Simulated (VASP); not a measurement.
# Si (C2/m) in VASP: further runs, part 2 of 3

VASP 6.6.1. Earlier steps stand in the parts before.

### Step 4. Single point, LDA

Input file INCAR:

```
SYSTEM = Si
ALGO     = Normal         ! electronic algorithm
EDIFF    = 1E-7           ! SCF threshold, eV
ENCUT    = 520            ! plane-wave cutoff, eV
ISIF     = 2              ! what is computed and relaxed
ISMEAR   = 0              ! smearing method
LASPH    = .TRUE.         ! aspherical terms in the spheres
LCHARG   = .TRUE.         ! write CHGCAR
LELF     = .TRUE.         ! ELF
LREAL    = .FALSE.        ! projectors in reciprocal space
LVHAR    = .TRUE.       
LWAVE    = .FALSE.        ! write WAVECAR
NBANDS   = 26             ! bands
NELM     = 100            ! most SCF steps
PREC     = Accurate       ! precision mode
SIGMA    = 0.01           ! smearing width, eV
```

Input file KPOINTS:

```
k-points
0
G
  10 10 6
  0 0 0
```

Input file POSCAR:

```
Si
1.0
    6.8586134795     -1.9084045204      0.0019555789
    6.8586134795      1.9084045204      0.0019555789
   -0.7390757496      0.0000000000      6.2471364343
Si
8
Direct
    0.0552606046      0.0552606046      0.8732930166
    0.9447393954      0.9447393954      0.1267069834
    0.5589873878      0.5589873878      0.6532364387
    0.4410126122      0.4410126122      0.3467635613
    0.2124950298      0.2124950298      0.0571328847
    0.7875049702      0.7875049702      0.9428671153
    0.7270489240      0.7270489240      0.5856835381
    0.2729510760      0.2729510760      0.4143164619
```

Potentials or basis: VASP PAW LDA potentials, release 64 (Si).

Launch:

```sh
$ cat potpaw_LDA.64/Si/POTCAR > POTCAR
$ mpirun -np 1 vasp_std > vasp.out
```

OUTCAR:

```text
SYSTEM = Si
   EDIFF = 1E-7
   ENCUT = 520
   ISIF = 2
   ISMEAR = 0
   LASPH = .TRUE.
   LREAL = .FALSE.
   NELM = 100
   PREC = Accurate

 ion  position               nearest neighbor table
   1  0.055  0.055  0.873-   5 2.32   2 2.33   3 2.36   3 2.36
   2  0.945  0.945  0.127-   6 2.32   1 2.33   4 2.36   4 2.36
   3  0.559  0.559  0.653-   1 2.36   1 2.36   4 2.37   7 2.39
   4  0.441  0.441  0.347-   2 2.36   2 2.36   3 2.37   8 2.39
   5  0.212  0.212  0.057-   8 2.30   6 2.32   6 2.32   1 2.32
   6  0.788  0.788  0.943-   7 2.30   5 2.32   5 2.32   2 2.32
   7  0.727  0.727  0.586-   6 2.30   8 2.32   8 2.32   3 2.39
   8  0.273  0.273  0.414-   5 2.30   7 2.32   7 2.32   4 2.39

  LATTYP: Found a base centered monoclinic cell.
 ALAT       =    13.7172275166
[... 910 lines left out ...]
  external PRESSURE =       0.5370272 kB  Pullay stress =       0.0000000 kB

 VOLUME and BASIS-vectors are now :
 -----------------------------------------------------------------------------
  energy-cutoff  :      520.00
  volume of cell :      163.54
      direct lattice vectors                 reciprocal lattice vectors
     6.858613479 -1.908404520  0.001955579     0.072898573 -0.261998960  0.008624362
     6.858613479  1.908404520  0.001955579     0.072898573  0.261998960  0.008624362
    -0.739075750  0.000000000  6.247136434    -0.000045640  0.000000000  0.160067941

 POSITION                                       TOTAL-FORCE (eV/Angst)
 -----------------------------------------------------------------------------------
      0.11259      0.00000      5.45580        -0.005298      0.000000      0.001385
     12.86556      0.00000      0.79525         0.005298      0.000000     -0.001385
      7.18497      0.00000      4.08304        -0.002296      0.000000     -0.001802
      5.79319      0.00000      2.16800         0.002296      0.000000      0.001802
      2.87262      0.00000      0.35775        -0.003127      0.000000     -0.000616
     10.10553      0.00000      5.89330         0.003127      0.000000      0.000616
      9.54023      0.00000      3.66169         0.001734      0.000000     -0.001201
      3.43792      0.00000      2.58936        -0.001734      0.000000      0.001201
 -----------------------------------------------------------------------------------
    total drift:                               -0.000000     -0.000000     -0.000000

  FREE ENERGIE OF THE ION-ELECTRON SYSTEM (eV)
  ---------------------------------------------------
  free  energy   TOTEN  =       -47.0858561599 eV

  energy  without entropy=      -47.0858561599  energy(sigma->0) =      -47.08585616
```

OSZICAR:

```text
N       E                     dE             d eps       ncg     rms          rms(c)
DAV:   1     0.624917681399E+02    0.62492E+02   -0.11885E+04  8944   0.101E+03
DAV:   2    -0.428027117751E+02   -0.10529E+03   -0.96809E+02 11324   0.147E+02
DAV:   3    -0.482338429203E+02   -0.54311E+01   -0.53362E+01 11920   0.310E+01
DAV:   4    -0.483402158001E+02   -0.10637E+00   -0.10605E+00 11440   0.544E+00
DAV:   5    -0.483430815896E+02   -0.28658E-02   -0.28636E-02 11734   0.851E-01    0.103E+01
DAV:   6    -0.474334384215E+02    0.90964E+00   -0.57144E-01 10870   0.332E+00    0.610E+00
DAV:   7    -0.470872671373E+02    0.34617E+00   -0.96927E-01 11146   0.388E+00    0.750E-01
DAV:   8    -0.470852849834E+02    0.19822E-02   -0.10535E-01 11056   0.167E+00    0.593E-01
DAV:   9    -0.470860222431E+02   -0.73726E-03   -0.75297E-03 11218   0.415E-01    0.223E-01
DAV:  10    -0.470858113616E+02    0.21088E-03   -0.12983E-03 10852   0.164E-01    0.601E-02
DAV:  11    -0.470858573064E+02   -0.45945E-04   -0.22049E-04 11534   0.654E-02    0.518E-02
DAV:  12    -0.470858549932E+02    0.23132E-05   -0.28832E-05 11010   0.263E-02    0.143E-02
DAV:  13    -0.470858561966E+02   -0.12033E-05   -0.38221E-06 10488   0.931E-03    0.260E-03
DAV:  14    -0.470858561599E+02    0.36702E-07   -0.28950E-07 11070   0.238E-03
   1 F= -.47085856E+02 E0= -.47085856E+02  d E =-.197542E-14
```

stdout:

```text
POSCAR found type information on POSCAR Si
 POSCAR found :  1 types and       8 ions
 scaLAPACK will be used
 LDA part: xc-table for (Slater(with rela. corr.)+CA(PZ))
 , standard interpolation
 POSCAR, INCAR and KPOINTS ok, starting setup
 FFT: planning ... GRIDC
 FFT: planning ... GRID_SOFT
 FFT: planning ... GRID
 WAVECAR not read
 entering main loop
```

Wall time 31 min (1 thread of Intel Xeon 8259CL, shared host); peak memory 0.62 GiB.

What came out:

| Quantity | Value |
| --- | --- |
| Free energy | -47.0859 eV |
| Pressure | 0.1 GPa |
| Largest force | 0.005 eV/Å |
| Band gap on the k mesh | 0.13 eV (least direct gap 0.41 eV) |

Forces in eV/Å, atoms in the order of the input:
```
Si  -0.005  0.000  0.001
Si   0.005  0.000 -0.001
Si  -0.002  0.000 -0.002
Si   0.002  0.000  0.002
Si  -0.003  0.000 -0.001
Si   0.003  0.000  0.001
Si   0.002  0.000 -0.001
Si  -0.002  0.000  0.001
```

Levels at points of the mesh, in eV from the valence-band top:
| k point | band 12 | band 13 | band 14 | band 15 | band 16 | band 17 | band 18 | band 19 | band 20 | band 21 |
| --- | --- | --- | --- | --- | --- | --- | --- | --- | --- | --- |
| (0.00, 0.00, 0.00) | -1.19 | -0.89 | -0.78 | -0.38 | 0.00 | 0.41 | 1.39 | 1.60 | 1.92 | 2.18 |
| (0.50, 0.00, 0.00) | -3.33 | -3.01 | -2.88 | -2.27 | -1.96 | 0.67 | 1.42 | 1.75 | 2.47 | 2.95 |
| (0.50, 0.50, 0.00) | -1.66 | -1.46 | -1.17 | -0.79 | -0.43 | 0.23 | 1.08 | 2.08 | 2.25 | 2.28 |
| (0.00, 0.00, 0.50) | -2.22 | -1.48 | -1.36 | -1.08 | -0.98 | 0.80 | 1.19 | 1.70 | 2.48 | 2.49 |
| (0.50, 0.00, 0.50) | -3.27 | -2.25 | -2.01 | -1.80 | -1.49 | 0.89 | 1.29 | 1.46 | 1.61 | 2.31 |
| (0.50, 0.50, 0.50) | -2.38 | -2.17 | -1.57 | -1.17 | -0.80 | 0.13 | 1.18 | 1.24 | 2.15 | 2.92 |

Caveat: semilocal functionals underestimate gaps, and a narrow one can read as zero. A k mesh can miss the band edges.

### Step 5. Single point, LDA (21.06 Å³/atom)

This run uses another cell than the first one, of 21.06 Å³/atom.

Input file INCAR:

```
  ALGO = Normal
  EDIFF = 1E-6
  ENCUT = 520
  ISIF = 2
  ISMEAR = 0
  LASPH = True
  LCHARG = True
  LELF = True
  LREAL = False
  LVHAR = True
  LWAVE = False
  NBANDS = 26
  NELM = 60
  PREC = Accurate
  SIGMA = 0.01
```

Input file KPOINTS:

```
k-points
0
Gamma
  10 10 6
```

Input file POSCAR:

```
Si
1.0
    6.9409553897     -1.9265688113     -0.0033812825
    6.9409553897      1.9265688113     -0.0033812825
   -0.7528246125      0.0000000000      6.2988481479
Si
8
Direct
    0.0558683290      0.0558683290      0.8743716271
    0.9441316710      0.9441316710      0.1256283729
    0.5593840315      0.5593840315      0.6536229723
    0.4406159685      0.4406159685      0.3463770277
    0.2129865797      0.2129865797      0.0569709205
    0.7870134203      0.7870134203      0.9430290795
    0.7270658909      0.7270658909      0.5857837346
    0.2729341091      0.2729341091      0.4142162654
```

Potentials or basis: VASP PAW LDA potentials, release 64 (Si).

Launch:

```sh
$ cat potpaw_LDA.64/Si/POTCAR > POTCAR
$ mpirun -np 1 vasp_std > vasp.out
```

OUTCAR:

```text
EDIFF = 1E-6
   ENCUT = 520
   ISIF = 2
   ISMEAR = 0
   LASPH = True
   LREAL = False
   NELM = 60
   PREC = Accurate

 ion  position               nearest neighbor table
   1  0.056  0.056  0.874-   5 2.34   2 2.35   3 2.39   3 2.39
   2  0.944  0.944  0.126-   6 2.34   1 2.35   4 2.39   4 2.39
   3  0.559  0.559  0.654-   1 2.39   1 2.39   4 2.40   7 2.42
   4  0.441  0.441  0.346-   2 2.39   2 2.39   3 2.40   8 2.42
   5  0.213  0.213  0.057-   8 2.32   6 2.34   6 2.34   1 2.34
   6  0.787  0.787  0.943-   7 2.32   5 2.34   5 2.34   2 2.34
   7  0.727  0.727  0.586-   6 2.32   8 2.34   8 2.34   3 2.42
[... 912 lines left out ...]
  Total       -2.5115805     -2.4851837     -2.5238617      0.0000000      0.0000000      0.0032647
  in kB      -23.8884552    -23.6373859    -24.0052649      0.0000000      0.0000000      0.0310517
  external PRESSURE =     -23.8437020 kB  Pullay stress =       0.0000000 kB

 VOLUME and BASIS-vectors are now :
 -----------------------------------------------------------------------------
  energy-cutoff  :      520.00
  volume of cell :      168.45
      direct lattice vectors                 reciprocal lattice vectors
     6.940955390 -1.926568811 -0.003381282     0.072040387 -0.259528752  0.008610110
     6.940955390  1.926568811 -0.003381282     0.072040387  0.259528752  0.008610110
    -0.752824612  0.000000000  6.298848148     0.000077344  0.000000000  0.158768429

 POSITION                                       TOTAL-FORCE (eV/Angst)
 -----------------------------------------------------------------------------------
      0.11731      0.00000      5.50716        -0.001894      0.000000     -0.001853
     13.01178      0.00000      0.78493         0.001894      0.000000      0.001853
      7.27326      0.00000      4.11329        -0.001671      0.000000      0.000556
      5.85583      0.00000      2.17880         0.001671      0.000000     -0.000556
      2.91377      0.00000      0.35741        -0.002518      0.000000      0.005380
     10.21531      0.00000      5.93467         0.002518      0.000000     -0.005380
      9.65207      0.00000      3.68485        -0.000686      0.000000     -0.004195
      3.47701      0.00000      2.60724         0.000686      0.000000      0.004195
 -----------------------------------------------------------------------------------
    total drift:                               -0.000000      0.000000      0.000000

  FREE ENERGIE OF THE ION-ELECTRON SYSTEM (eV)
  ---------------------------------------------------
  free  energy   TOTEN  =       -47.0495322883 eV

  energy  without entropy=      -47.0495322883  energy(sigma->0) =      -47.04953229
```

OSZICAR:

```text
N       E                     dE             d eps       ncg     rms          rms(c)
DAV:   1     0.626296078876E+02    0.62630E+02   -0.11844E+04  8944   0.100E+03
DAV:   2    -0.426525917340E+02   -0.10528E+03   -0.97261E+02 11334   0.146E+02
DAV:   3    -0.481139458629E+02   -0.54614E+01   -0.53788E+01 12000   0.309E+01
DAV:   4    -0.482206246045E+02   -0.10668E+00   -0.10638E+00 11310   0.546E+00
DAV:   5    -0.482235413657E+02   -0.29168E-02   -0.29141E-02 11768   0.858E-01    0.988E+00
DAV:   6    -0.473783866417E+02    0.84515E+00   -0.52678E-01 10994   0.319E+00    0.587E+00
DAV:   7    -0.470506152691E+02    0.32777E+00   -0.91032E-01 11046   0.375E+00    0.693E-01
DAV:   8    -0.470489511748E+02    0.16641E-02   -0.10057E-01 11090   0.163E+00    0.577E-01
DAV:   9    -0.470496197323E+02   -0.66856E-03   -0.72377E-03 11134   0.399E-01    0.235E-01
DAV:  10    -0.470494855110E+02    0.13422E-03   -0.10940E-03 10874   0.149E-01    0.635E-02
DAV:  11    -0.470495334142E+02   -0.47903E-04   -0.21182E-04 11640   0.640E-02    0.501E-02
DAV:  12    -0.470495311470E+02    0.22672E-05   -0.34370E-05 11052   0.280E-02    0.133E-02
DAV:  13    -0.470495323090E+02   -0.11620E-05   -0.39580E-06 10422   0.948E-03    0.252E-03
DAV:  14    -0.470495322883E+02    0.20696E-07   -0.26246E-07  5428   0.241E-03
   1 F= -.47049532E+02 E0= -.47049532E+02  d E =-.268646E-12
```

stdout:

```text
POSCAR found type information on POSCAR Si
 POSCAR found :  1 types and       8 ions
 scaLAPACK will be used
 LDA part: xc-table for (Slater(with rela. corr.)+CA(PZ))
 , standard interpolation
 POSCAR, INCAR and KPOINTS ok, starting setup
 FFT: planning ... GRIDC
 FFT: planning ... GRID_SOFT
 FFT: planning ... GRID
 WAVECAR not read
 entering main loop
```

It took 7.9 min on 1 thread of Intel Xeon 6975P-C (Granite Rapids), shared host; peak memory 0.62 GiB.

Results:

```yaml
Free_energy: -47.0495 eV
Pressure: -2.4 GPa
Largest_force: 0.006 eV/Å
Band_gap_on_the_k_mesh: 0.18 eV (least direct gap 0.45 eV)
```

Forces in eV/Å, atoms in the order of the input:
```
Si  -0.002  0.000 -0.002
Si   0.002  0.000  0.002
Si  -0.002  0.000  0.001
Si   0.002  0.000 -0.001
Si  -0.003  0.000  0.005
Si   0.003  0.000 -0.005
Si  -0.001  0.000 -0.004
Si   0.001  0.000  0.004
```

Caveat: semilocal functionals underestimate gaps, and a narrow one can read as zero. A k mesh can miss the band edges.

(Continued in part 3 of 3.)
